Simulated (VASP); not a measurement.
# Ti (P6_3/mmc) in VASP: notebook

Aim: see how the results for Ti move with the level of theory and the settings. Levels: LDA, PBE, BLYP+D4. Tasks: single point.

All numbers are computed with VASP 6.6.1; they aren't measurements. Logs are shortened: lines on timing, memory, paths and dates and some standing lists are left out, and cuts for length are marked.

## Step 1: The cell of the first run

It takes space group P6_3/mmc (No. 194, hexagonal). The conventional cell has a = 2.950 Å, b = 2.950 Å, c = 4.680 Å, α = 90.00°, β = 90.00°, γ = 120.00°. Ti (site symmetry -6m2) has 12 Ti at 2.89 to 2.95 Å within 3.8 Å.

## Step 2: Single point, LDA

Contents of INCAR:

```
SYSTEM = Ti
ALGO = Normal ; EDIFF = 1E-6
ENCUT = 520 ; ISIF = 2
ISMEAR = -1 ; LASPH = .True.
LCHARG = .False. ; LREAL = .False.
LWAVE = .False. ; NBANDS = 19
NELM = 80 ; PREC = Accurate
SIGMA = 0.05
```

Contents of KPOINTS:

```
k-points
0
Gamma
  10 10 6
  0 0 0
```

Contents of POSCAR:

```
Ti
1.0
    2.9500000000      0.0000000000      0.0000000000
   -1.4750000000      2.5547749412      0.0000000000
    0.0000000000      0.0000000000      4.6800000000
Ti
2
Direct
    0.6666666667      0.3333333333      0.7500000000
    0.3333333333      0.6666666667      0.2500000000
```

Potentials or basis: VASP PAW LDA potentials, release 64 (Ti_sv).

Run with:

```console
cat potpaw_LDA.64/Ti_sv/POTCAR > POTCAR
mpirun -np 1 vasp_std > vasp.out
```

OUTCAR:

```text
SYSTEM = Ti
   EDIFF = 1E-6
   ENCUT = 520
   ISIF = 2
   ISMEAR = -1
   LASPH = .True.
   LREAL = .False.
   NELM = 80
   PREC = Accurate

 ion  position               nearest neighbor table
   1  0.667  0.333  0.750-   2 2.89   2 2.89   2 2.89   2 2.89   2 2.89   2 2.89
   2  0.333  0.667  0.250-   1 2.89   1 2.89   1 2.89   1 2.89   1 2.89   1 2.89

  LATTYP: Found a hexagonal cell.
 ALAT       =     2.9500000000
 C/A-ratio  =     1.5864406780

  Lattice vectors:

 A1 = (   2.9500000000,   0.0000000000,   0.0000000000)
 A2 = (  -1.4750000000,   2.5547749412,   0.0000000000)
 A3 = (   0.0000000000,   0.0000000000,   4.6800000000)

Analysis of symmetry for initial positions (statically):
=====================================================================
 Subroutine PRICEL returns:
 Original cell was already a primitive cell.

 Routine SETGRP: Setting up the symmetry group for a
 hexagonal supercell.

 Subroutine GETGRP returns: Found 24 space group operations
 (whereof 12 operations were pure point group operations)
 out of a pool of 24 trial point group operations.

The static configuration has the point symmetry D_3d.
 The point group associated with its full space group is D_6h.

Analysis of symmetry for dynamics (positions and initial velocities):
=====================================================================
 Subroutine PRICEL returns:
 Original cell was already a primitive cell.

 Routine SETGRP: Setting up the symmetry group for a
 hexagonal supercell.

 Subroutine GETGRP returns: Found 24 space group operations
 (whereof 12 operations were pure point group operations)
 out of a pool of 24 trial point group operations.

The dynamic configuration has the point symmetry D_3d.
 The point group associated with its full space group is D_6h.

 Subroutine INISYM returns: Found 24 space group operations
 (whereof 12 operations are pure point group operations),
 and found     1 'primitive' translations

----------------------------------------------------------------------------------------

                                     Primitive cell

  volume of cell :      35.2712

  direct lattice vectors                    reciprocal lattice vectors
     2.950000000  0.000000000  0.000000000     0.338983051  0.195711956  0.000000000
    -1.475000000  2.554774941  0.000000000     0.000000000  0.391423911  0.000000000
     0.000000000  0.000000000  4.680000000     0.000000000  0.000000000  0.213675214

  length of vectors
     2.950000000  2.950000000  4.680000000     0.391423911  0.391423911  0.213675214

  position of ions in fractional coordinates (direct lattice)
     0.666666667  0.333333333  0.750000000
     0.333333333  0.666666667  0.250000000

  ion indices of the primitive-cell ions
   primitive index   ion index
                 1           1
                 2           2

----------------------------------------------------------------------------------------

 KPOINTS: k-points

Automatic generation of k-mesh.
 Grid dimensions read from file:
 generate k-points for:   10   10    6

 Generating k-lattice:

  Cartesian coordinates                     Fractional coordinates (reciprocal lattice)
     0.033898305  0.019571196  0.000000000     0.100000000 -0.000000000  0.000000000
     0.000000000  0.039142391  0.000000000     0.000000000  0.100000000  0.000000000
     0.000000000  0.000000000  0.035612536     0.000000000  0.000000000  0.166666667

  Length of vectors
     0.039142391  0.039142391  0.035612536

  Shift w.r.t. Gamma in fractional coordinates (k-lattice)
     0.000000000  0.000000000  0.000000000

 Subroutine IBZKPT returns following result:
 ===========================================

 Found     56 irreducible k-points:

 Following reciprocal coordinates:
            Coordinates               Weight
  0.000000  0.000000  0.000000      1.000000
  0.100000  0.000000  0.000000      6.000000
  0.200000  0.000000  0.000000      6.000000
  0.300000  0.000000  0.000000      6.000000
  0.400000  0.000000  0.000000      6.000000
  0.500000  0.000000  0.000000      3.000000
[... 16 lines left out ...]
  0.300000  0.100000  0.166667     24.000000
  0.400000  0.100000  0.166667     24.000000
 [... further k-points ...]
   k-points           NKPTS =     56   k-points in BZ     NKDIM =     56   number of bands    NBANDS=     19
   number of dos      NEDOS =    301   number of ions     NIONS =      2
   total plane-waves  NPLWV =  20736
   dimension x,y,z NGX =    24 NGY =   24 NGZ =   36
   dimension x,y,z NGXF=    48 NGYF=   48 NGZF=   72
   ions per type =               2
   NGX,Y,Z   is equivalent  to a cutoff of  13.53, 13.53, 12.79 a.u.
   NGXF,Y,Z  is equivalent  to a cutoff of  27.05, 27.05, 25.58 a.u.
 SYSTEM =  Ti
   PREC   = accura    normal or accurate (medium, high low for compatibility)
   ISTART =      0    job   : 0-new  1-cont  2-samecut
   ICHARG =      2    charge: 1-file 2-atom 10-const
   ISPIN  =      1    spin polarized calculation?
   LNONCOLLINEAR =      F non collinear calculations
   LSORBIT =      F    spin-orbit coupling
   LASPH  =      T    aspherical Exc in radial PAW
   ENCUT  =  520.0 eV  38.22 Ry    6.18 a.u.   5.49  5.49  8.70*2*pi/ulx,y,z
   NELM   =     80;   NELMIN=  2; NELMDL= -5     # of ELM steps
   EDIFF  = 0.1E-05   stopping-criterion for ELM
   LREAL  =      F    real-space projection
   EDIFFG = 0.1E-04   stopping-criterion for IOM
   NSW    =      0    number of steps for IOM
   IBRION =     -1    ionic relax: 0-MD 1-quasi-New 2-CG
   NFREE  =      0    steps in history (QN), initial steepest desc. (CG)
   ISIF   =      2    stress and relaxation
   ISYM   =      2    0-nonsym 1-usesym 2-fastsym
   POTIM  = 0.5000    time-step for ionic-motion
   TEBEG  =    0.0;   TEEND  =   0.0 temperature during run
   PSTRESS=    0.0 pullay stress
   NELECT =      24.0000    total number of electrons
   NUPDOWN=      -1.0000    fix difference up-down
   EMIN   =  10.00;   EMAX   =-10.00  energy-range for DOS
   EFERMI =   0.00;   METHOD = LEGACY
   ISMEAR =    -1;   SIGMA  =   0.05  broadening in eV -4-tet -1-fermi 0-gaus
   EFERMI_NEDOS =   21; number of points for ismear=-14 and -15
   IALGO  =     38    algorithm
   IMIX   =      4    mixing-type and parameters
     AMIX     =   0.40;   BMIX     =  1.00
     AMIX_MAG =   1.60;   BMIX_MAG =  1.00
  volume/ion in A,a.u.               =      17.64       119.01
  Fermi-wavevector in a.u.,A,eV,Ry     =   1.439920  2.721055 28.209912  2.073370
  Thomas-Fermi vector in A             =   2.558722
   LORBIT       =      0    0 simple, 1 ext, 2 COOP (PROOUT), +10 PAW based schemes
   GGA     = CA    functional components
   LHFCALC =     F    Hartree Fock is set to
   AEXX    =    0.0000 exact exchange contribution
   IVDW    =     0    specifies the selected vdW correction
   LEPSILON=     F    determine dielectric tensor
   LRPA    =     F    only Hartree local field effects (RPA)
 non-spin polarized calculation
  energy-cutoff  :      520.00
  volume of cell :       35.27
 maximum number of plane-waves:       973
 NGX is ok and might be reduce to    24
   NGX = 11   NGY = 11   NGZ = 17

 number of electron      24.0000002 magnetization

 Free energy of the ion-electron system (eV)
  ---------------------------------------------------
  ext. energy  EPLUGINS =         0.00000000
  ---------------------------------------------------
  free energy    TOTEN  =       -17.00484850 eV

  energy without entropy =      -16.98388102  energy(sigma->0) =      -16.99436476

 E-fermi :   7.9190     XC(G=0): -11.7111

 val. band max:        7.9063935617   @ k =   0.3000   0.2000   0.5000
 cond. band min:       7.9269207268   @ k =   0.1000   0.0000   0.1667
 fundamental gap:      0.0205271651
 Fermi energy:         7.9189992207

 k-point     1 :       0.0000    0.0000    0.0000
  band No.  band energies     occupation
      1     -48.2557      2.00000
      2     -48.1203      2.00000
      3     -25.2210      2.00000
      4     -24.5854      2.00000
      5     -24.5854      2.00000
      6     -24.5261      2.00000
[... 11 lines left out ...]
     18       9.4879      0.00000
     19      10.9930      0.00000

 k-point     2 :       0.1000    0.0000    0.0000
  band No.  band energies     occupation
      1     -48.2460      2.00000
      2     -48.1165      2.00000
      3     -25.1996      2.00000
      4     -24.6292      2.00000
      5     -24.5999      2.00000
      6     -24.5352      2.00000
[... 11 lines left out ...]
     18       9.3418      0.00000
     19      11.0690      0.00000

 k-point     3 :       0.2000    0.0000    0.0000
  band No.  band energies     occupation
      1     -48.2198      2.00000
      2     -48.1071      2.00000
      3     -25.1398      2.00000
      4     -24.7449      2.00000
      5     -24.6480      2.00000
      6     -24.6365      2.00000
[... 11 lines left out ...]
     18       9.8032      0.00000
     19      11.2102      0.00000

 k-point     4 :       0.3000    0.0000    0.0000
  band No.  band energies     occupation
      1     -48.1851      2.00000
      2     -48.0977      2.00000
      3     -25.0544      2.00000
      4     -24.8896      2.00000
      5     -24.7850      2.00000
      6     -24.6796      2.00000
[... 11 lines left out ...]
     18      10.4639      0.00000
     19      11.3210      0.00000

 k-point     5 :       0.4000    0.0000    0.0000
  band No.  band energies     occupation
      1     -48.1531      2.00000
      2     -48.0939      2.00000
      3     -25.0072      2.00000
      4     -24.9660      2.00000
      5     -24.8919      2.00000
      6     -24.7133      2.00000
[... 11 lines left out ...]
     18      11.2080      0.00000
     19      11.3810      0.00000

 k-point     6 :       0.5000    0.0000    0.0000
  band No.  band energies     occupation
      1     -48.1386      2.00000
      2     -48.0946      2.00000
      3     -25.0521      2.00000
      4     -24.9319      2.00000
      5     -24.9205      2.00000
      6     -24.7260      2.00000
[... 11 lines left out ...]
     18      11.4229      0.00000
     19      12.2234      0.00000

 k-point     7 :       0.1000    0.1000    0.0000
  band No.  band energies     occupation
      1     -48.2280      2.00000
      2     -48.1099      2.00000
      3     -25.1590      2.00000
      4     -24.6978      2.00000
      5     -24.6558      2.00000
      6     -24.5860      2.00000
[... 11 lines left out ...]
     18       9.7115      0.00000
     19      11.1493      0.00000

 k-point     8 :       0.2000    0.1000    0.0000
  band No.  band energies     occupation
      1     -48.1975      2.00000
      2     -48.1006      2.00000
      3     -25.0860      2.00000
      4     -24.8170      2.00000
      5     -24.7598      2.00000
      6     -24.6491      2.00000
[... 256 lines left out ...]
 k-point    20 :       0.5000    0.0000    0.1667
  band No.  band energies     occupation
      1     -48.1357      2.00000
      2     -48.0975      2.00000
      3     -25.0943      2.00000
      4     -24.9769      2.00000
      5     -24.8546      2.00000
      6     -24.7148      2.00000
[... 11 lines left out ...]
     18      11.4108      0.00000
     19      11.9342      0.00000

 k-point    21 :       0.1000    0.1000    0.1667
  band No.  band energies     occupation
      1     -48.2202      2.00000
      2     -48.1179      2.00000
      3     -25.1259      2.00000
      4     -24.6855      2.00000
      5     -24.6741      2.00000
      6     -24.6151      2.00000
[... 11 lines left out ...]
     18       9.8128      0.00000
     19      11.1156      0.00000

 k-point    22 :       0.2000    0.1000    0.1667
  band No.  band energies     occupation
      1     -48.1910      2.00000
      2     -48.1071      2.00000
      3     -25.0736      2.00000
      4     -24.8064      2.00000
      5     -24.7715      2.00000
      6     -24.6624      2.00000
[... 11 lines left out ...]
     18      10.3319      0.00000
     19      11.1906      0.00000

 k-point    23 :       0.3000    0.1000    0.1667
  band No.  band energies     occupation
      1     -48.1590      2.00000
      2     -48.0990      2.00000
      3     -25.0423      2.00000
      4     -24.9147      2.00000
      5     -24.8475      2.00000
      6     -24.7101      2.00000
[... 11 lines left out ...]
     18      10.8850      0.00000
     19      11.4062      0.00000

 k-point    24 :       0.4000    0.1000    0.1667
  band No.  band energies     occupation
      1     -48.1358      2.00000
      2     -48.0974      2.00000
      3     -25.0713      2.00000
      4     -24.9601      2.00000
      5     -24.8564      2.00000
      6     -24.7317      2.00000
[... 11 lines left out ...]
     18      11.2740      0.00000
     19      11.9995      0.00000

 [... further k-points ...]
[... 5 lines left out ...]
  --------------------------------------------------------------------------------------
  -------------------------------------------------------------------------------------
  Total       -2.1123284     -2.1123284     -2.2685763      0.0000000      0.0000000      0.0000000
  in kB      -95.9514426    -95.9514426   -103.0489240      0.0000000      0.0000000      0.0000000
  external PRESSURE =     -98.3172697 kB  Pullay stress =       0.0000000 kB

 VOLUME and BASIS-vectors are now :
 -----------------------------------------------------------------------------
  energy-cutoff  :      520.00
  volume of cell :       35.27
      direct lattice vectors                 reciprocal lattice vectors
     2.950000000  0.000000000  0.000000000     0.338983051  0.195711956  0.000000000
    -1.475000000  2.554774941  0.000000000     0.000000000  0.391423911  0.000000000
     0.000000000  0.000000000  4.680000000     0.000000000  0.000000000  0.213675214

 POSITION                                       TOTAL-FORCE (eV/Angst)
 -----------------------------------------------------------------------------------
      1.47500      0.85159      3.51000        -0.000000      0.000000      0.000000
     -0.00000      1.70318      1.17000         0.000000     -0.000000      0.000000
 -----------------------------------------------------------------------------------
    total drift:                               -0.000000      0.000000     -0.000000

  FREE ENERGIE OF THE ION-ELECTRON SYSTEM (eV)
  ---------------------------------------------------
  free  energy   TOTEN  =       -17.0048484992 eV

  energy  without entropy=      -16.9838810200  energy(sigma->0) =      -16.99436476
```

It took 12 s on 1 thread of Intel Xeon 6975P-C (Granite Rapids), shared host; peak memory 0.15 GiB.

Results:

* Free energy: -17.0048 eV
* Pressure: -9.8 GPa
* Band gap on the k mesh: zero (band 12 reaches 8.67 eV, above the bottom of band 13 at 7.73 eV)

Stress tensor (GPa, compression positive):
```
 -9.60   0.00   0.00
  0.00  -9.60   0.00
  0.00   0.00 -10.30
```

(Part 1 of 2 ends here.)
